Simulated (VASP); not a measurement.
# HgTe (P6_3mc) in VASP: notebook

Runs on HgTe. Level: r2SCAN. Tasks: single point.

Everything below comes from runs of VASP 6.6.1. Logs are shortened: lines on timing, memory, paths and dates and some standing lists are left out, and cuts for length are marked.

## (1) The cell of the first run

The structure is hexagonal, space group P6_3mc (No. 186). Conventional cell: a = 4.548 Å, b = 4.548 Å, c = 7.469 Å, α = 90.00°, β = 90.00°, γ = 120.00°. Within 3.7 Å of Hg (site symmetry 3m) lie 4 Te at 2.79 Å. Within 3.7 Å of Te (site symmetry 3m) lie 4 Hg at 2.79 Å.

## (2) Single point, r2SCAN (33.45 Å³/atom)

Contents of POSCAR:

```
HgTe
1.0
    4.5478308167      0.0000000000      0.0000000000
   -2.2739154084      3.9385370194      0.0000000000
    0.0000000000      0.0000000000      7.4688558448
Hg Te
2 2
Direct
    0.3333333333      0.6666666667      0.0004981612
    0.6666666667      0.3333333333      0.5004981612
    0.3333333333      0.6666666667      0.3745018388
    0.6666666667      0.3333333333      0.8745018388
```

Contents of INCAR.step1:

```
PREC = Accurate
ENCUT = 520
ISMEAR = -1
SIGMA = 0.02
LREAL = False
LASPH = True
NELM = 100
NBANDS = 26
GGA = PE
ALGO = Normal
EDIFF = 1E-4
LWAVE = True
LCHARG = False
```

Contents of INCAR.step2:

```
PREC = Accurate
ENCUT = 520
EDIFF = 1E-6
ISMEAR = -1
SIGMA = 0.02
LREAL = False
LASPH = True
NELM = 100
ALGO = Normal
ISIF = 2
LWAVE = False
LCHARG = False
METAGGA = R2SCAN
LMIXTAU = True
NBANDS = 26
ISTART = 1
```

Contents of KPOINTS:

```
regular mesh
0
Gamma
  6 6 4
```

Potentials or basis: VASP PAW PBE potentials, release 64 (Hg, Te).

Started as:

```sh
cat potpaw_PBE.64/Hg/POTCAR potpaw_PBE.64/Te/POTCAR > POTCAR
cp INCAR.step1 INCAR
mpirun -np 1 vasp_std > vasp.out
cp INCAR.step2 INCAR
mpirun -np 1 vasp_std > vasp.out
```

OUTCAR:

```text
PREC = Accurate
   ENCUT = 520
   EDIFF = 1E-6
   ISMEAR = -1
   LREAL = False
   LASPH = True
   NELM = 100
   ISIF = 2
   METAGGA = R2SCAN
   ISTART = 1

 ion  position               nearest neighbor table
   1  0.333  0.667  0.000-   4 2.79   4 2.79   4 2.79   3 2.79
   2  0.667  0.333  0.500-   3 2.79   3 2.79   3 2.79   4 2.79
   3  0.333  0.667  0.375-   2 2.79   2 2.79   2 2.79   1 2.79
   4  0.667  0.333  0.875-   1 2.79   1 2.79   1 2.79   2 2.79

  LATTYP: Found a hexagonal cell.
 ALAT       =     4.5478308167
 C/A-ratio  =     1.6422897302

  Lattice vectors:

 A1 = (   4.5478308167,   0.0000000000,   0.0000000000)
 A2 = (  -2.2739154084,   3.9385370194,   0.0000000000)
 A3 = (   0.0000000000,   0.0000000000,   7.4688558448)

Analysis of symmetry for initial positions (statically):
=====================================================================
 Subroutine PRICEL returns:
 Original cell was already a primitive cell.

 Routine SETGRP: Setting up the symmetry group for a
 hexagonal supercell.

 Subroutine GETGRP returns: Found 12 space group operations
 (whereof  6 operations were pure point group operations)
 out of a pool of 24 trial point group operations.

The static configuration has the point symmetry C_3v.
 The point group associated with its full space group is C_6v.

Analysis of symmetry for dynamics (positions and initial velocities):
=====================================================================
 Subroutine PRICEL returns:
 Original cell was already a primitive cell.

 Routine SETGRP: Setting up the symmetry group for a
 hexagonal supercell.

 Subroutine GETGRP returns: Found 12 space group operations
 (whereof  6 operations were pure point group operations)
 out of a pool of 24 trial point group operations.

The dynamic configuration has the point symmetry C_3v.
 The point group associated with its full space group is C_6v.

 Subroutine INISYM returns: Found 12 space group operations
 (whereof  6 operations are pure point group operations),
 and found     1 'primitive' translations

----------------------------------------------------------------------------------------

                                     Primitive cell

  volume of cell :     133.7807

  direct lattice vectors                    reciprocal lattice vectors
     4.547830817  0.000000000  0.000000000     0.219885049  0.126950692  0.000000000
    -2.273915408  3.938537019  0.000000000     0.000000000  0.253901384  0.000000000
     0.000000000  0.000000000  7.468855845     0.000000000  0.000000000  0.133889316

  length of vectors
     4.547830817  4.547830817  7.468855845     0.253901384  0.253901384  0.133889316

  position of ions in fractional coordinates (direct lattice)
     0.333333333  0.666666667  0.000498161
     0.666666667  0.333333333  0.500498161
     0.333333333  0.666666667  0.374501839
     0.666666667  0.333333333  0.874501839

  ion indices of the primitive-cell ions
   primitive index   ion index
                 1           1
                 2           2
                 3           3
                 4           4

----------------------------------------------------------------------------------------

 KPOINTS: regular mesh

Automatic generation of k-mesh.
 Grid dimensions read from file:
 generate k-points for:    6    6    4

 Generating k-lattice:

  Cartesian coordinates                     Fractional coordinates (reciprocal lattice)
     0.036647508  0.021158449  0.000000000     0.166666667 -0.000000000  0.000000000
     0.000000000  0.042316897  0.000000000     0.000000000  0.166666667  0.000000000
     0.000000000  0.000000000  0.033472329     0.000000000  0.000000000  0.250000000

  Length of vectors
     0.042316897  0.042316897  0.033472329

  Shift w.r.t. Gamma in fractional coordinates (k-lattice)
     0.000000000  0.000000000  0.000000000

 Subroutine IBZKPT returns following result:
 ===========================================

 Found     21 irreducible k-points:

 Following reciprocal coordinates:
            Coordinates               Weight
  0.000000  0.000000  0.000000      1.000000
  0.166667 -0.000000  0.000000      6.000000
  0.333333 -0.000000  0.000000      6.000000
  0.500000 -0.000000  0.000000      3.000000
  0.166667  0.166667  0.000000      6.000000
  0.333333  0.166667  0.000000     12.000000
[... 13 lines left out ...]
  0.333333  0.166667  0.500000     12.000000
  0.333333  0.333333  0.500000      2.000000
   k-points           NKPTS =     21   k-points in BZ     NKDIM =     21   number of bands    NBANDS=     26
   number of dos      NEDOS =    301   number of ions     NIONS =      4
   total plane-waves  NPLWV =  72576
   dimension x,y,z NGX =    36 NGY =   36 NGZ =   56
   dimension x,y,z NGXF=    72 NGYF=   72 NGZF=  112
   ions per type =               2   2
   NGX,Y,Z   is equivalent  to a cutoff of  13.16, 13.16, 12.46 a.u.
   NGXF,Y,Z  is equivalent  to a cutoff of  26.32, 26.32, 24.93 a.u.
 SYSTEM =  unknown system
   PREC   = accura    normal or accurate (medium, high low for compatibility)
   ISTART =      1    job   : 0-new  1-cont  2-samecut
   ICHARG =      0    charge: 1-file 2-atom 10-const
   ISPIN  =      1    spin polarized calculation?
   LNONCOLLINEAR =      F non collinear calculations
   LSORBIT =      F    spin-orbit coupling
   LASPH  =      T    aspherical Exc in radial PAW
   ENCUT  =  520.0 eV  38.22 Ry    6.18 a.u.   8.46  8.46 13.89*2*pi/ulx,y,z
   NELM   =    100;   NELMIN=  2; NELMDL=  0     # of ELM steps
   EDIFF  = 0.1E-05   stopping-criterion for ELM
   LREAL  =      F    real-space projection
   EDIFFG = 0.1E-04   stopping-criterion for IOM
   NSW    =      0    number of steps for IOM
   IBRION =     -1    ionic relax: 0-MD 1-quasi-New 2-CG
   NFREE  =      0    steps in history (QN), initial steepest desc. (CG)
   ISIF   =      2    stress and relaxation
   ISYM   =      2    0-nonsym 1-usesym 2-fastsym
   POTIM  = 0.5000    time-step for ionic-motion
   TEBEG  =    0.0;   TEEND  =   0.0 temperature during run
   PSTRESS=    0.0 pullay stress
   NELECT =      36.0000    total number of electrons
   NUPDOWN=      -1.0000    fix difference up-down
   EMIN   =  10.00;   EMAX   =-10.00  energy-range for DOS
   EFERMI =   0.00;   METHOD = LEGACY
   ISMEAR =    -1;   SIGMA  =   0.02  broadening in eV -4-tet -1-fermi 0-gaus
   EFERMI_NEDOS =   21; number of points for ismear=-14 and -15
   IALGO  =     38    algorithm
   IMIX   =      4    mixing-type and parameters
     AMIX     =   0.40;   BMIX     =  1.00
     AMIX_MAG =   1.60;   BMIX_MAG =  1.00
  volume/ion in A,a.u.               =      33.45       225.70
  Fermi-wavevector in a.u.,A,eV,Ry     =   1.056926  1.997300 15.198966  1.117092
  Thomas-Fermi vector in A             =   2.192180
   LORBIT       =      0    0 simple, 1 ext, 2 COOP (PROOUT), +10 PAW based schemes
   METAGGA = R2SCAN    functional components
   LHFCALC =     F    Hartree Fock is set to
   AEXX    =    0.0000 exact exchange contribution
   IVDW    =     0    specifies the selected vdW correction
   LEPSILON=     F    determine dielectric tensor
   LRPA    =     F    only Hartree local field effects (RPA)
 non-spin polarized calculation
  energy-cutoff  :      520.00
  volume of cell :      133.78
 maximum number of plane-waves:      3657
 NGX is ok and might be reduce to    36
   NGX = 17   NGY = 17   NGZ = 27

 number of electron      36.0000007 magnetization

 Free energy of the ion-electron system (eV)
  ---------------------------------------------------
  ext. energy  EPLUGINS =         0.00000000
  ---------------------------------------------------
  free energy    TOTEN  =      -150.21361814 eV

  energy without entropy =     -150.21321533  energy(sigma->0) =     -150.21341674

 E-fermi :   2.9890     XC(G=0):  -9.3557

 val. band max:        2.9885131478   @ k =   0.0000   0.0000   0.0000
 cond. band min:       3.8014882836   @ k =   0.0000   0.0000   0.0000
 fundamental gap:      0.8129751358
 Fermi energy:         2.9889571578

 k-point     1 :       0.0000    0.0000    0.0000
  band No.  band energies     occupation
      1      -9.5080      2.00000
      2      -8.8928      2.00000
      3      -4.7238      2.00000
      4      -4.7097      2.00000
      5      -4.7097      2.00000
      6      -4.6035      2.00000
[... 18 lines left out ...]
     25       8.8196      0.00000
     26       9.6967      0.00000

 k-point     2 :       0.1667   -0.0000    0.0000
  band No.  band energies     occupation
      1      -9.3796      2.00000
      2      -8.8248      2.00000
      3      -4.6895      2.00000
      4      -4.6717      2.00000
      5      -4.6698      2.00000
      6      -4.5585      2.00000
[... 18 lines left out ...]
     25       9.5615      0.00000
     26       9.8134      0.00000

 k-point     3 :       0.3333   -0.0000    0.0000
  band No.  band energies     occupation
      1      -9.0851      2.00000
      2      -8.7066      2.00000
      3      -4.6291      2.00000
      4      -4.6078      2.00000
      5      -4.5259      2.00000
      6      -4.4350      2.00000
[... 18 lines left out ...]
     25      10.0874      0.00000
     26      10.5836      0.00000

 k-point     4 :       0.5000   -0.0000    0.0000
  band No.  band energies     occupation
      1      -8.8973      2.00000
      2      -8.6771      2.00000
      3      -4.6094      2.00000
      4      -4.5840      2.00000
      5      -4.3798      2.00000
      6      -4.3720      2.00000
[... 18 lines left out ...]
     25      10.7626      0.00000
     26      11.2855      0.00000
[... 409 lines left out ...]
      1      -8.9482      2.00000
      2      -8.9482      2.00000
      3      -4.5795      2.00000
      4      -4.5795      2.00000
      5      -4.5418      2.00000
      6      -4.5418      2.00000
[... 18 lines left out ...]
     25       9.4608      0.00000
     26       9.4608      0.00000

 k-point    20 :       0.3333    0.1667    0.5000
  band No.  band energies     occupation
      1      -8.7794      2.00000
      2      -8.7794      2.00000
      3      -4.5491      2.00000
      4      -4.5491      2.00000
      5      -4.4867      2.00000
      6      -4.4867      2.00000
[... 18 lines left out ...]
     25      10.0436      0.00000
     26      10.0436      0.00000

 k-point    21 :       0.3333    0.3333    0.5000
  band No.  band energies     occupation
      1      -8.7227      2.00000
      2      -8.7227      2.00000
      3      -4.5079      2.00000
      4      -4.5079      2.00000
      5      -4.4879      2.00000
      6      -4.4879      2.00000
[... 18 lines left out ...]
     25      10.6848      0.00000
     26      10.6848      0.00000

------------------------ aborting loop because EDIFF is reached ----------------------------------------

  FORCE on cell =-STRESS in cart. coord.  units (eV):
  Direction    XX          YY          ZZ          XY          YZ          ZX
  --------------------------------------------------------------------------------------
  -------------------------------------------------------------------------------------
  Total        2.4455380      2.4455380      2.4809223     -0.0000000      0.0000000      0.0000000
  in kB       29.2881325     29.2881325     29.7119005     -0.0000000      0.0000000      0.0000000
  external PRESSURE =      29.4293885 kB  Pullay stress =       0.0000000 kB

 VOLUME and BASIS-vectors are now :
 -----------------------------------------------------------------------------
  energy-cutoff  :      520.00
  volume of cell :      133.78
      direct lattice vectors                 reciprocal lattice vectors
     4.547830817  0.000000000  0.000000000     0.219885049  0.126950692  0.000000000
    -2.273915408  3.938537019  0.000000000     0.000000000  0.253901384  0.000000000
     0.000000000  0.000000000  7.468855845     0.000000000  0.000000000  0.133889316

 POSITION                                       TOTAL-FORCE (eV/Angst)
 -----------------------------------------------------------------------------------
     -0.00000      2.62569      0.00372        -0.000000     -0.000000      0.011830
      2.27392      1.31285      3.73815         0.000000      0.000000      0.011830
     -0.00000      2.62569      2.79710        -0.000000      0.000000     -0.011830
      2.27392      1.31285      6.53153         0.000000      0.000000     -0.011830
 -----------------------------------------------------------------------------------
    total drift:                               -0.000000      0.000000      0.000309

  FREE ENERGIE OF THE ION-ELECTRON SYSTEM (eV)
  ---------------------------------------------------
  free  energy   TOTEN  =      -150.2136181430 eV

  energy  without entropy=     -150.2132153287  energy(sigma->0) =     -150.21341674
```

Wall time 100 s (1 thread of Intel Xeon 6975P-C (Granite Rapids), shared host); peak memory 0.32 GiB.

Results:

```
Free energy            : -150.2136 eV
Pressure               : 2.9 GPa
Largest force          : 0.012 eV/Å
Band gap on the k mesh : zero (filled and empty bands touch)
```

Forces in eV/Å, atoms in the order of the input:
```
Hg   0.000  0.000  0.012
Hg   0.000  0.000  0.012
Te   0.000  0.000 -0.012
Te   0.000  0.000 -0.012
```

Levels at points of the mesh, in eV from the Fermi level:
| k point | band 16 | band 17 | band 18 | band 19 | band 20 | band 21 |
| --- | --- | --- | --- | --- | --- | --- |
| (0.00, 0.00, 0.00) | -0.36 | -0.09 | 0.00 | 0.00 | 0.81 | 4.50 |
| (0.50, 0.00, 0.00) | -2.40 | -1.73 | -1.05 | 1.93 | 1.95 | 4.25 |
| (0.00, 0.00, 0.50) | -0.57 | -0.57 | -0.57 | 1.22 | 1.22 | 5.06 |
| (0.50, 0.00, 0.50) | -1.87 | -1.78 | -1.78 | 1.64 | 1.64 | 3.83 |

Caveat: semilocal functionals underestimate gaps, so a narrow gap can read as zero; the PAW data sets were made with another functional, which shifts forces and pressure a little; spin-orbit coupling is left out, which moves the levels of the heavy elements.

## (3) Single point, r2SCAN (34.51 Å³/atom)

This run uses another cell than the first one, of 34.51 Å³/atom.

Contents of POSCAR:

```
HgTe
1.0
    4.5957062383      0.0000000000      0.0000000000
   -2.2978531191      3.9799983507      0.0000000000
    0.0000000000      0.0000000000      7.5474811579
Hg Te
2 2
Direct
    0.3333333333      0.6666666667      0.0004981612
    0.6666666667      0.3333333333      0.5004981612
    0.3333333333      0.6666666667      0.3745018388
    0.6666666667      0.3333333333      0.8745018388
```

Contents of INCAR.step1:

```
ALGO = Normal
EDIFF = 1E-4
ENCUT = 520
GGA = PE
ISMEAR = -1
LASPH = True
LCHARG = False
LREAL = False
LWAVE = True
NBANDS = 26
NELM = 60
PREC = Accurate
SIGMA = 0.02
```

Contents of INCAR.step2:

```
ALGO = Normal
EDIFF = 1E-6
ENCUT = 520
ISIF = 2
ISMEAR = -1
ISTART = 1
LASPH = True
LCHARG = False
LMIXTAU = True
LREAL = False
LWAVE = False
METAGGA = R2SCAN
NBANDS = 26
NELM = 60
PREC = Accurate
SIGMA = 0.02
```

Contents of KPOINTS:

```
k-points
0
Gamma
  6 6 4
```

Potentials or basis: VASP PAW PBE potentials, release 64 (Hg, Te).

Started as:

```sh
cat potpaw_PBE.64/Hg/POTCAR potpaw_PBE.64/Te/POTCAR > POTCAR
cp INCAR.step1 INCAR
mpirun -np 1 vasp_std > vasp.out
cp INCAR.step2 INCAR
mpirun -np 1 vasp_std > vasp.out
```

OUTCAR:

```text
EDIFF = 1E-6
   ENCUT = 520
   ISIF = 2
   ISMEAR = -1
   ISTART = 1
   LASPH = True
   LREAL = False
   METAGGA = R2SCAN
   NELM = 60
   PREC = Accurate

 ion  position               nearest neighbor table
   1  0.333  0.667  0.000-   4 2.82   4 2.82   4 2.82   3 2.82
   2  0.667  0.333  0.500-   3 2.82   3 2.82   3 2.82   4 2.82
   3  0.333  0.667  0.375-   2 2.82   2 2.82   2 2.82   1 2.82
   4  0.667  0.333  0.875-   1 2.82   1 2.82   1 2.82   2 2.82

  LATTYP: Found a hexagonal cell.
 ALAT       =     4.5957062383
[... 803 lines left out ...]
  Direction    XX          YY          ZZ          XY          YZ          ZX
  --------------------------------------------------------------------------------------
  -------------------------------------------------------------------------------------
  Total        1.1724418      1.1724418      1.1886483      0.0000000      0.0000000      0.0000000
  in kB       13.6070724     13.6070724     13.7951609      0.0000000      0.0000000      0.0000000
  external PRESSURE =      13.6697686 kB  Pullay stress =       0.0000000 kB

 VOLUME and BASIS-vectors are now :
 -----------------------------------------------------------------------------
  energy-cutoff  :      520.00
  volume of cell :      138.05
      direct lattice vectors                 reciprocal lattice vectors
     4.595706238  0.000000000  0.000000000     0.217594413  0.125628193  0.000000000
    -2.297853119  3.979998351  0.000000000     0.000000000  0.251256386  0.000000000
     0.000000000  0.000000000  7.547481158     0.000000000  0.000000000  0.132494534

 POSITION                                       TOTAL-FORCE (eV/Angst)
 -----------------------------------------------------------------------------------
     -0.00000      2.65333      0.00376        -0.000000      0.000000      0.006409
      2.29785      1.32667      3.77750         0.000000     -0.000000      0.006409
     -0.00000      2.65333      2.82655         0.000000     -0.000000     -0.006409
      2.29785      1.32667      6.60029         0.000000      0.000000     -0.006409
 -----------------------------------------------------------------------------------
    total drift:                               -0.000000      0.000000     -0.002963

  FREE ENERGIE OF THE ION-ELECTRON SYSTEM (eV)
  ---------------------------------------------------
  free  energy   TOTEN  =      -150.2712255638 eV

  energy  without entropy=     -150.2708189202  energy(sigma->0) =     -150.27102224
```

Run time: 1.8 min. Hardware: 1 thread of Intel Xeon 6975P-C (Granite Rapids), shared host; peak memory 0.31 GiB.

What came out:

* Free energy: -150.2712 eV
* Pressure: 1.4 GPa
* Largest force: 0.006 eV/Å
* Band gap on the k mesh: zero (filled and empty bands touch)

Forces on the atoms (eV/Å):
```
Hg   0.000  0.000  0.006
Hg   0.000  0.000  0.006
Te   0.000  0.000 -0.006
Te   0.000  0.000 -0.006
```

Levels at points of the mesh, in eV from the Fermi level:
| k point | band 14 | band 15 | band 16 | band 17 | band 18 | band 19 | band 20 | band 21 | band 22 | band 23 |
| --- | --- | --- | --- | --- | --- | --- | --- | --- | --- | --- |
| (0.00, 0.00, 0.00) | -0.98 | -0.98 | -0.44 | -0.09 | 0.00 | 0.00 | 0.81 | 4.56 | 4.56 | 4.75 |
| (0.50, 0.00, 0.00) | -4.79 | -3.16 | -2.26 | -1.63 | -0.98 | 1.90 | 1.98 | 4.28 | 5.36 | 5.38 |
| (0.00, 0.00, 0.50) | -3.39 | -0.53 | -0.53 | -0.53 | -0.53 | 1.19 | 1.19 | 5.10 | 5.10 | 5.10 |
| (0.50, 0.00, 0.50) | -5.41 | -1.77 | -1.77 | -1.67 | -1.67 | 1.64 | 1.64 | 3.88 | 3.88 | 6.91 |

Caveat: semilocal functionals underestimate gaps, so a narrow gap can read as zero; the PAW data sets were made with another functional, which shifts forces and pressure a little; spin-orbit coupling is left out, which moves the levels of the heavy elements.

(Part 1 of 2 ends here.)
